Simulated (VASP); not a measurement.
Here is a VASP 6.6.1 calculation.

File INCAR:

```
ALGO     = Normal         # electronic algorithm
EDIFF    = 1E-7           # SCF threshold, eV
ENCUT    = 520            # plane-wave cutoff, eV
GGA      = PE             # functional
ISIF     = 2              # what is computed and relaxed
ISMEAR   = -1             # smearing method
LASPH    = T              # aspherical terms in the spheres
LCHARG   = F              # write CHGCAR
LREAL    = F              # projectors in reciprocal space
LWAVE    = F              # write WAVECAR
NBANDS   = 12             # bands
NELM     = 60             # most SCF steps
PREC     = Accurate       # precision mode
SIGMA    = 0.08           # smearing width, eV
```

The input KPOINTS:

```
k-points
0
Gamma
  18 18 18
```

Contents of POSCAR:

```
P
1.0
    1.0228056110     -0.5905170948      3.3321164827
    0.0000000000      1.1810341897      3.3321164827
   -1.0228056110     -0.5905170948      3.3321164827
P
2
Direct
    0.2499998529      0.2499998529      0.2499998529
   -0.2499998529     -0.2499998529     -0.2499998529
```

Potentials or basis: VASP PAW PBE potentials, release 64 (P).

Run with:

```sh
$ cat potpaw_PBE.64/P/POTCAR > POTCAR
$ mpirun -np 1 vasp_std > vasp.out
```

Task: What does it give for the pressure?

Result: 442.0 GPa.

Task: What does it give for the band gap on the k mesh?

Result: Zero (bands 5 and 6 overlap by 17.09 eV).

Stress tensor (GPa, compression positive):
```
441.98   0.00   0.00
  0.00 441.98   0.00
  0.00   0.00 442.07
```

Caveat: the cell stands under pressure.
